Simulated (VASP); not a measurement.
# PbS (Immm) in VASP: single point with PBE

Aim: the single point of PbS with PBE.

All numbers are computed with VASP 6.6.1; they aren't measurements. Logs are shortened: lines on timing, memory, paths and dates and some standing lists are left out, and cuts for length are marked.

## (1) The cell of the first run

The structure is orthorhombic, space group Immm (No. 71). The conventional cell has a = 4.130 Å, b = 4.256 Å, c = 5.930 Å, α = 90.00°, β = 90.00°, γ = 90.00°. Pb (site symmetry mmm) has 6 S at 2.96 to 2.97 Å within 3.9 Å. Within 3.9 Å of S (site symmetry mmm) lie 6 Pb at 2.96 to 2.97 Å.

## (2) Single point, PBE (xy shear strain of -3 %)

INCAR reads:

```
PREC = Accurate
ENCUT = 520
EDIFF = 1E-6
ISMEAR = -1
SIGMA = 0.01
LREAL = False
LASPH = True
NELM = 100
ALGO = Normal
ISIF = 2
LWAVE = False
LCHARG = True
GGA = PE
LELF = True
LVHAR = True
NBANDS = 17
```

KPOINTS reads:

```
regular mesh
0
Gamma
  7 7 7
```

POSCAR reads:

```
PbS
1.0
   -0.0444750000      2.9650000000      2.9650000000
    2.9650000000     -0.0444750000      2.9650000000
    2.9205250000      2.9205250000      0.0000000000
Pb S
1 1
Direct
    0.0000000000      0.0000000000      0.0000000000
    0.5000000000      0.5000000000      0.5000000000
```

Potentials or basis: VASP PAW PBE potentials, release 64 (Pb_d, S).

The run is started by

```sh
cat potpaw_PBE.64/Pb_d/POTCAR potpaw_PBE.64/S/POTCAR > POTCAR
mpirun -np 1 vasp_std > vasp.out
```

OUTCAR:

```text
PREC = Accurate
   ENCUT = 520
   EDIFF = 1E-6
   ISMEAR = -1
   LREAL = False
   LASPH = True
   NELM = 100
   ISIF = 2
   GGA = PE

 ion  position               nearest neighbor table
   1  0.000  0.000  0.000-   2 2.96   2 2.96   2 2.97   2 2.97   2 2.97   2 2.97
   2  0.500  0.500  0.500-   1 2.96   1 2.96   1 2.97   1 2.97   1 2.97   1 2.97

  LATTYP: Found a body centered orthorhombic cell.
 ALAT       =     4.1302460642
 B/A-ratio  =     1.0304568528
 C/A-ratio  =     1.4357498095

  Lattice vectors:

 A1 = (   0.0444750000,  -2.9650000000,  -2.9650000000)
 A2 = (  -0.0444750000,   2.9650000000,  -2.9650000000)
 A3 = (   2.9650000000,  -0.0444750000,   2.9650000000)

Analysis of symmetry for initial positions (statically):
=====================================================================
 Subroutine PRICEL returns:
 Original cell was already a primitive cell.

 Routine SETGRP: Setting up the symmetry group for a
 body centered orthorhombic supercell.

 Subroutine GETGRP returns: Found  8 space group operations
 (whereof  8 operations were pure point group operations)
 out of a pool of  8 trial point group operations.

The static configuration has the point symmetry D_2h.

Analysis of symmetry for dynamics (positions and initial velocities):
=====================================================================
 Subroutine PRICEL returns:
 Original cell was already a primitive cell.

 Routine SETGRP: Setting up the symmetry group for a
 body centered orthorhombic supercell.

 Subroutine GETGRP returns: Found  8 space group operations
 (whereof  8 operations were pure point group operations)
 out of a pool of  8 trial point group operations.

The dynamic configuration has the point symmetry D_2h.

 Subroutine INISYM returns: Found  8 space group operations
 (whereof  8 operations are pure point group operations),
 and found     1 'primitive' translations

----------------------------------------------------------------------------------------

                                     Primitive cell

  volume of cell :      52.1202

  direct lattice vectors                    reciprocal lattice vectors
    -0.044475000  2.965000000  2.965000000    -0.166141935  0.166141935  0.168634064
[... 75 lines left out ...]
   NGXF,Y,Z  is equivalent  to a cutoff of  25.37, 25.37, 25.76 a.u.
 SYSTEM =  unknown system
   PREC   = accura    normal or accurate (medium, high low for compatibility)
   ISTART =      0    job   : 0-new  1-cont  2-samecut
   ICHARG =      2    charge: 1-file 2-atom 10-const
   ISPIN  =      1    spin polarized calculation?
   LNONCOLLINEAR =      F non collinear calculations
   LSORBIT =      F    spin-orbit coupling
   LASPH  =      T    aspherical Exc in radial PAW
   ENCUT  =  520.0 eV  38.22 Ry    6.18 a.u.   7.80  7.80  7.68*2*pi/ulx,y,z
   NELM   =    100;   NELMIN=  2; NELMDL= -5     # of ELM steps
   EDIFF  = 0.1E-05   stopping-criterion for ELM
   LREAL  =      F    real-space projection
   EDIFFG = 0.1E-04   stopping-criterion for IOM
   NSW    =      0    number of steps for IOM
   IBRION =     -1    ionic relax: 0-MD 1-quasi-New 2-CG
   NFREE  =      0    steps in history (QN), initial steepest desc. (CG)
   ISIF   =      2    stress and relaxation
   ISYM   =      2    0-nonsym 1-usesym 2-fastsym
   POTIM  = 0.5000    time-step for ionic-motion
   TEBEG  =    0.0;   TEEND  =   0.0 temperature during run
   PSTRESS=    0.0 pullay stress
   NELECT =      20.0000    total number of electrons
   NUPDOWN=      -1.0000    fix difference up-down
   EMIN   =  10.00;   EMAX   =-10.00  energy-range for DOS
   EFERMI =   0.00;   METHOD = LEGACY
   ISMEAR =    -1;   SIGMA  =   0.01  broadening in eV -4-tet -1-fermi 0-gaus
   EFERMI_NEDOS =   21; number of points for ismear=-14 and -15
   IALGO  =     38    algorithm
   IMIX   =      4    mixing-type and parameters
     AMIX     =   0.40;   BMIX     =  1.00
     AMIX_MAG =   1.60;   BMIX_MAG =  1.00
  volume/ion in A,a.u.               =      26.06       175.86
  Fermi-wavevector in a.u.,A,eV,Ry     =   1.189641  2.248096 19.255597  1.415246
  Thomas-Fermi vector in A             =   2.325744
   LORBIT       =      0    0 simple, 1 ext, 2 COOP (PROOUT), +10 PAW based schemes
   GGA     = PE    functional components
   LHFCALC =     F    Hartree Fock is set to
   AEXX    =    0.0000 exact exchange contribution
   IVDW    =     0    specifies the selected vdW correction
   LEPSILON=     F    determine dielectric tensor
   LRPA    =     F    only Hartree local field effects (RPA)
 non-spin polarized calculation
  energy-cutoff  :      520.00
  volume of cell :       52.12
 maximum number of plane-waves:      1418
   NGX = 15   NGY = 15   NGZ = 15

 number of electron      19.9999999 magnetization

 Free energy of the ion-electron system (eV)
  ---------------------------------------------------
  ext. energy  EPLUGINS =         0.00000000
  ---------------------------------------------------
  free energy    TOTEN  =        -8.75425730 eV

  energy without entropy =       -8.75425730  energy(sigma->0) =       -8.75425730

 E-fermi :   5.8273     XC(G=0):  -9.6887

 val. band max:        5.6240340381   @ k =   0.4286   0.0000   0.0000
 cond. band min:       6.4434773716   @ k =   0.0000   0.0000   0.4286
 fundamental gap:      0.8194433335
 Fermi energy:         5.8272519989

 k-point     1 :       0.0000    0.0000    0.0000
  band No.  band energies     occupation
      1     -10.9985      2.00000
      2     -10.9951      2.00000
      3     -10.9924      2.00000
      4     -10.9774      2.00000
      5     -10.9737      2.00000
      6      -7.7715      2.00000
[... 457 lines left out ...]
      4     -10.9738      2.00000
      5     -10.9571      2.00000
      6      -7.1564      2.00000
[... 9 lines left out ...]
     16      14.7672      0.00000
     17      16.8540      0.00000

 [... further k-points ...]
[... 5 lines left out ...]
  --------------------------------------------------------------------------------------
  -------------------------------------------------------------------------------------
  Total        0.6974597      0.6974597      0.6901094      0.1891412      0.0000000      0.0000000
  in kB       21.4399279     21.4399279     21.2139800      5.8142067      0.0000000      0.0000000
  external PRESSURE =      21.3646120 kB  Pullay stress =       0.0000000 kB

 VOLUME and BASIS-vectors are now :
 -----------------------------------------------------------------------------
  energy-cutoff  :      520.00
  volume of cell :       52.12
      direct lattice vectors                 reciprocal lattice vectors
    -0.044475000  2.965000000  2.965000000    -0.166141935  0.166141935  0.168634064
     2.965000000 -0.044475000  2.965000000     0.166141935 -0.166141935  0.168634064
     2.920525000  2.920525000  0.000000000     0.171202096  0.171202096 -0.168634064

 POSITION                                       TOTAL-FORCE (eV/Angst)
 -----------------------------------------------------------------------------------
      0.00000      0.00000      0.00000         0.000000      0.000000     -0.000000
      2.92053      2.92053      2.96500        -0.000000     -0.000000      0.000000
 -----------------------------------------------------------------------------------
    total drift:                                0.000000     -0.000000     -0.000000

  FREE ENERGIE OF THE ION-ELECTRON SYSTEM (eV)
  ---------------------------------------------------
  free  energy   TOTEN  =        -8.7542572981 eV

  energy  without entropy=       -8.7542572981  energy(sigma->0) =       -8.75425730
```

OSZICAR:

```text
N       E                     dE             d eps       ncg     rms          rms(c)
DAV:   1     0.160352393156E+03    0.16035E+03   -0.96876E+03  2192   0.124E+03
DAV:   2     0.281950686957E+01   -0.15753E+03   -0.15184E+03  2366   0.317E+02
DAV:   3    -0.893145647876E+01   -0.11751E+02   -0.11640E+02  2807   0.918E+01
DAV:   4    -0.922537489284E+01   -0.29392E+00   -0.29363E+00  2819   0.158E+01
DAV:   5    -0.923654409191E+01   -0.11169E-01   -0.11168E-01  3227   0.299E+00    0.465E+00
DAV:   6    -0.875046736173E+01    0.48608E+00   -0.13760E+00  3404   0.800E+00    0.329E+00
DAV:   7    -0.875102208657E+01   -0.55472E-03   -0.14413E-01  2657   0.190E+00    0.187E+00
DAV:   8    -0.875453590143E+01   -0.35138E-02   -0.16106E-02  2573   0.136E+00    0.240E-01
DAV:   9    -0.875407287086E+01    0.46303E-03   -0.33514E-03  3503   0.502E-01    0.847E-02
DAV:  10    -0.875424663800E+01   -0.17377E-03   -0.36316E-04  2483   0.114E-01    0.513E-02
DAV:  11    -0.875425654136E+01   -0.99034E-05   -0.57116E-05  3071   0.815E-02    0.177E-02
DAV:  12    -0.875425729811E+01   -0.75675E-06   -0.39678E-06  2801   0.207E-02
   1 F= -.87542573E+01 E0= -.87542573E+01  d E =-.743007E-11
```

stdout:

```text
POSCAR found type information on POSCAR PbS
 POSCAR found :  2 types and       2 ions
 scaLAPACK will be used
 LDA part: xc-table for (Slater+PW92), standard interpolation
 POSCAR, INCAR and KPOINTS ok, starting setup
 FFT: planning ... GRIDC
 FFT: planning ... GRID_SOFT
 FFT: planning ... GRID
 WAVECAR not read
 entering main loop
```

It took 73 s on 1 thread of Intel Xeon 6975P-C, shared host; peak memory 0.2 GiB.

What came out:

* Free energy: -8.7543 eV
* Pressure: 2.1 GPa
* Band gap on the k mesh: 0.82 eV, indirect (least direct gap 0.92 eV)

Caveat: the cell differs from its parent crystal (xy shear strain of -3 %); spin-orbit coupling is left out, which moves the levels of the heavy elements. A k mesh can miss the band edges.
